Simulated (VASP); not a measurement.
# Be12Cl in VASP: notebook, part 2 of 2

VASP 6.6.1. The steps go on from the part before.

## (3) Single point, PBE+D3(BJ)

Input file INCAR:

```
SYSTEM = Be12Cl
PREC = Accurate ; ENCUT = 520
EDIFF = 1E-6 ; ISMEAR = -1
SIGMA = 0.1 ; LREAL = .FALSE.
LASPH = .TRUE. ; NELM = 60
ALGO = Normal ; ISIF = 2
LWAVE = .FALSE. ; LCHARG = .FALSE.
GGA = PE ; IVDW = 12
NBANDS = 28
```

Input file KPOINTS:

```
regular mesh
0
G
  4 4 1
  0 0 0
```

Input file POSCAR:

```
Be12Cl
1.0
    4.5800000000      0.0000000000      0.0000000000
    2.2900000000      3.9663960000      0.0000000000
    0.0000000000      0.0000000000     16.5884300000
Be Cl
12 1
Direct
    0.0000000000      0.0000000000      0.0602829804
    0.5000000000      0.0000000000      0.0602829804
    0.0000000000      0.5000000000      0.0602829804
    0.5000000000      0.5000000000      0.0602829804
   -0.1725027378      0.3396735979      0.1658733828
    0.3285131249      0.3372920909      0.1687923450
   -0.1666277964      0.8344756802      0.1666479588
    0.3259564231      0.8346151015      0.1667152949
   -0.0111973661      0.0130130728      0.2655881841
    0.4974627133     -0.0040603611      0.2705872105
   -0.0209712030      0.5138415327      0.2776417660
    0.4973585724      0.5136675713      0.2776274186
    0.2784440446     -0.5689474778      0.3805858662
```

Potentials or basis: VASP PAW PBE potentials, release 64 (Be, Cl).

The run is started by

```console
$ cat potpaw_PBE.64/Be/POTCAR potpaw_PBE.64/Cl/POTCAR > POTCAR
$ mpirun -np 1 vasp_std > vasp.out
```

OUTCAR:

```text
SYSTEM = Be12Cl
   PREC = Accurate
   ENCUT = 520
   EDIFF = 1E-6
   ISMEAR = -1
   LREAL = .FALSE.
   LASPH = .TRUE.
   NELM = 60
   ISIF = 2
   GGA = PE
   IVDW = 12
 IVDW          = 12

 ion  position               nearest neighbor table
   1  0.000  0.000  0.060-   8 2.19   7 2.20   5 2.21   3 2.29   3 2.29   4 2.29   4 2.29   2 2.29
                             2 2.29
   2  0.500  0.000  0.060-   7 2.20   8 2.22   6 2.24   4 2.29   3 2.29   4 2.29   3 2.29   1 2.29
                             1 2.29
   3  0.000  0.500  0.060-   5 2.19   7 2.21   6 2.22   1 2.29   1 2.29   2 2.29   2 2.29   4 2.29
                             4 2.29
   4  0.500  0.500  0.060-   5 2.18   8 2.21   6 2.24   2 2.29   1 2.29   2 2.29   1 2.29   3 2.29
                             3 2.29
   5  0.827  0.340  0.166-   9 2.10   4 2.18   3 2.19   1 2.21  11 2.26  12 2.27   7 2.28   8 2.28
                             6 2.29   6 2.29   8 2.30   7 2.30
   6  0.329  0.337  0.169-  10 2.16   3 2.22   4 2.24   2 2.24  12 2.27   8 2.27   7 2.27  11 2.28
                             5 2.29   5 2.29   7 2.31   8 2.31
   7  0.833  0.834  0.167-   9 2.11  10 2.18   1 2.20   2 2.20   3 2.21  11 2.24   8 2.26   6 2.27
                             5 2.28   5 2.30   6 2.31   8 2.32
   8  0.326  0.835  0.167-   9 2.12  10 2.17   1 2.19   4 2.21   2 2.22  12 2.24   7 2.26   6 2.27
                             5 2.28   5 2.30   6 2.31   7 2.32
   9  0.989  0.013  0.266-   5 2.10   7 2.11   8 2.12  11 2.28  12 2.28  10 2.29  10 2.29  12 2.32
                            11 2.32
  10  0.497  0.996  0.271-   6 2.16   8 2.17   7 2.18  11 2.21  12 2.21   9 2.29   9 2.29  12 2.37
                            11 2.38  13 2.51
  11  0.979  0.514  0.278-  13 2.10  12 2.21  10 2.21   7 2.24   5 2.26   6 2.28   9 2.28   9 2.32
                            12 2.37  10 2.38
  12  0.497  0.514  0.278-  13 2.11  11 2.21  10 2.21   8 2.24   6 2.27   5 2.27   9 2.28   9 2.32
                            11 2.37  10 2.37
  13  0.278  0.431  0.381-  11 2.10  12 2.11  10 2.51

  LATTYP: Found a hexagonal cell.
 ALAT       =     4.5799996975
 C/A-ratio  =     3.6219281868

  Lattice vectors:

 A1 = (  -2.2900000000,  -3.9663960000,   0.0000000000)
 A2 = (   4.5800000000,   0.0000000000,   0.0000000000)
 A3 = (   0.0000000000,   0.0000000000,  16.5884300000)

Analysis of symmetry for initial positions (statically):
=====================================================================
 Subroutine PRICEL returns:
 Original cell was already a primitive cell.

 Routine SETGRP: Setting up the symmetry group for a
 hexagonal supercell.

 Subroutine GETGRP returns: Found  1 space group operations
 (whereof  1 operations were pure point group operations)
 out of a pool of 24 trial point group operations.

The static configuration has the point symmetry C_1 .

Analysis of symmetry for dynamics (positions and initial velocities):
=====================================================================
 Subroutine PRICEL returns:
 Original cell was already a primitive cell.

 Routine SETGRP: Setting up the symmetry group for a
 hexagonal supercell.

 Subroutine GETGRP returns: Found  1 space group operations
 (whereof  1 operations were pure point group operations)
 out of a pool of 24 trial point group operations.

The dynamic configuration has the point symmetry C_1 .

[... 85 lines left out ...]
  0.250000  0.500000  0.000000      2.000000
 -0.250000  0.250000  0.000000      2.000000
   k-points           NKPTS =     10   k-points in BZ     NKDIM =     10   number of bands    NBANDS=     28
   number of dos      NEDOS =    301   number of ions     NIONS =     13
   total plane-waves  NPLWV = 163296
   dimension x,y,z NGX =    36 NGY =   36 NGZ =  126
   dimension x,y,z NGXF=    72 NGYF=   72 NGZF=  252
   ions per type =              12   1
   NGX,Y,Z   is equivalent  to a cutoff of  13.07, 13.07, 12.63 a.u.
   NGXF,Y,Z  is equivalent  to a cutoff of  26.13, 26.13, 25.25 a.u.
 SYSTEM =  Be12Cl
   PREC   = accura    normal or accurate (medium, high low for compatibility)
   ISTART =      0    job   : 0-new  1-cont  2-samecut
   ICHARG =      2    charge: 1-file 2-atom 10-const
   ISPIN  =      1    spin polarized calculation?
   LNONCOLLINEAR =      F non collinear calculations
   LSORBIT =      F    spin-orbit coupling
   LASPH  =      T    aspherical Exc in radial PAW
   ENCUT  =  520.0 eV  38.22 Ry    6.18 a.u.   8.52  8.52 30.84*2*pi/ulx,y,z
   NELM   =     60;   NELMIN=  2; NELMDL= -5     # of ELM steps
   EDIFF  = 0.1E-05   stopping-criterion for ELM
   LREAL  =      F    real-space projection
[... 7 lines left out ...]
   TEBEG  =    0.0;   TEEND  =   0.0 temperature during run
   PSTRESS=    0.0 pullay stress
   NELECT =      31.0000    total number of electrons
   NUPDOWN=      -1.0000    fix difference up-down
   EMIN   =  10.00;   EMAX   =-10.00  energy-range for DOS
   EFERMI =   0.00;   METHOD = LEGACY
   ISMEAR =    -1;   SIGMA  =   0.10  broadening in eV -4-tet -1-fermi 0-gaus
   EFERMI_NEDOS =   21; number of points for ismear=-14 and -15
   IALGO  =     38    algorithm
   IMIX   =      4    mixing-type and parameters
     AMIX     =   0.40;   BMIX     =  1.00
     AMIX_MAG =   1.60;   BMIX_MAG =  1.00
  volume/ion in A,a.u.               =      23.18       156.43
  Fermi-wavevector in a.u.,A,eV,Ry     =   0.767078  1.449568  8.005795  0.588409
  Thomas-Fermi vector in A             =   1.867557
   LORBIT       =      0    0 simple, 1 ext, 2 COOP (PROOUT), +10 PAW based schemes
   GGA     = PE    functional components
   LHFCALC =     F    Hartree Fock is set to
   AEXX    =    0.0000 exact exchange contribution
   IVDW    =    12    specifies the selected vdW correction
   LEPSILON=     F    determine dielectric tensor
   LRPA    =     F    only Hartree local field effects (RPA)
 non-spin polarized calculation
  energy-cutoff  :      520.00
  volume of cell :      301.35
 maximum number of plane-waves:      8143
 NGX is ok and might be reduce to    36
   NGX = 17   NGY = 17   NGZ = 61

 number of electron      30.9999997 magnetization

 Free energy of the ion-electron system (eV)
  ---------------------------------------------------
  ext. energy  EPLUGINS =         0.00000000
  ---------------------------------------------------
  free energy    TOTEN  =       -44.70601785 eV

  energy without entropy =      -44.61239656  energy(sigma->0) =      -44.65920720

 E-fermi :  -0.6779     XC(G=0):  -5.1130

 val. band max:       -0.7518189032   @ k =   0.5000   0.2500   0.0000
 cond. band min:      -0.6118348195   @ k =   0.0000   0.0000   0.0000
 fundamental gap:      0.1399840836
 Fermi energy:        -0.6779238972

 k-point     1 :       0.0000    0.0000    0.0000
  band No.  band energies     occupation
      1     -17.3671      2.00000
      2     -10.3742      2.00000
      3      -8.2300      2.00000
      4      -6.3884      2.00000
      5      -5.5081      2.00000
      6      -5.4099      2.00000
[... 289 lines left out ...]
     26       5.6860      0.00000
     27       5.8923      0.00000
 [bands above 27 left out]

------------------------ aborting loop because EDIFF is reached ----------------------------------------

 Edisp (eV)   -3.00817

 E8    (eV) :    -1.0925

  FORCE on cell =-STRESS in cart. coord.  units (eV):
  Direction    XX          YY          ZZ          XY          YZ          ZX
  --------------------------------------------------------------------------------------
  -------------------------------------------------------------------------------------
  Total      -7.72874    -7.32656    -0.16189    -0.03376    -1.25180     0.42211
  in kB     -41.09156   -38.95327    -0.86072    -0.17948    -6.65548     2.24426
  external pressure =      -26.97 kB  Pullay stress =        0.00 kB

 VOLUME and BASIS-vectors are now :
 -----------------------------------------------------------------------------
  energy-cutoff  :      520.00
  volume of cell :      301.35
      direct lattice vectors                 reciprocal lattice vectors
     4.580000000  0.000000000  0.000000000     0.218340611 -0.126059022  0.000000000
     2.290000000  3.966396000  0.000000000     0.000000000  0.252118044  0.000000000
     0.000000000  0.000000000 16.588430000     0.000000000  0.000000000  0.060282980

 POSITION                                       TOTAL-FORCE (eV/Angst)
 -----------------------------------------------------------------------------------
      0.00000      0.00000      1.00000        -0.034161      0.030320      0.006483
      2.29000      0.00000      1.00000        -0.037009      0.036743      0.034275
      1.14500      1.98320      1.00000         0.060972      0.038615     -0.021348
      3.43500      1.98320      1.00000        -0.120606      0.045521     -0.024316
      4.56779      1.34728      2.75158         0.009829      0.012117      0.003526
      2.27699      1.33783      2.80000         0.010577      0.004883      0.003862
      5.72779      3.30986      2.76443        -0.002943      0.020674      0.000493
      3.40415      3.31041      2.76554         0.025798      0.020924      0.000953
      4.55852      0.05161      4.40569         0.016560      0.024085     -0.031752
      4.55908      3.95029      4.48862         0.015767      0.039240      0.103443
      5.66065      2.03810      4.60564         0.009563      0.035920     -0.009817
      3.45420      2.03741      4.60540         0.025004      0.035991     -0.009372
      2.26238      1.70972      6.31332         0.020650     -0.345032     -0.056432
 -----------------------------------------------------------------------------------
    total drift:                                0.000065      0.000053     -0.000218

  FREE ENERGIE OF THE ION-ELECTRON SYSTEM (eV)
  ---------------------------------------------------
  free  energy   TOTEN  =       -47.7141838223 eV

  energy  without entropy=      -47.6205625336  energy(sigma->0) =      -47.66737318
```

Run time: 3.7 min. Hardware: 1 thread of Intel Xeon 8259CL, shared host; peak memory 0.41 GiB.

What came out:

* Free energy: -47.7142 eV
* Largest force: 0.350 eV/Å
* Band gap on the k mesh: zero (an odd number of electrons rules out a gap without spin polarisation)
* Dispersion energy per atom: -0.231 eV

Forces in eV/Å, atoms in the order of the input:
```
Be  -0.034  0.030  0.006
Be  -0.037  0.037  0.034
Be   0.061  0.039 -0.021
Be  -0.121  0.046 -0.024
Be   0.010  0.012  0.004
Be   0.011  0.005  0.004
Be  -0.003  0.021  0.000
Be   0.026  0.021  0.001
Be   0.017  0.024 -0.032
Be   0.016  0.039  0.103
Be   0.010  0.036 -0.010
Be   0.025  0.036 -0.009
Cl   0.021 -0.345 -0.056
```

Levels at points of the mesh, in eV from the Fermi level:
```
           k point  band 13  band 14  band 15  band 16  band 17  band 18  band 19  band 20
(0.00, 0.00, 0.00)    -1.85    -1.78    -1.73    -1.71     0.07     2.83     2.85     2.96
(0.50, 0.00, 0.00)    -1.29    -0.91     0.34     0.82     1.11     2.28     3.21     3.26
(0.50, 0.50, 0.00)    -1.29    -0.91     0.34     0.82     1.11     2.28     3.21     3.25
(0.00, 0.50, 0.00)    -1.27    -0.88     0.26     0.85     1.05     2.63     3.09     3.30
```

Caveat: the k points lie up to 0.40 Å⁻¹ apart, too coarse for converged energies and pressures of a metal; there is no dipole correction, which matters where the two faces differ.

The gap in the log of VASP goes by the Fermi energy; the results here count the filled bands.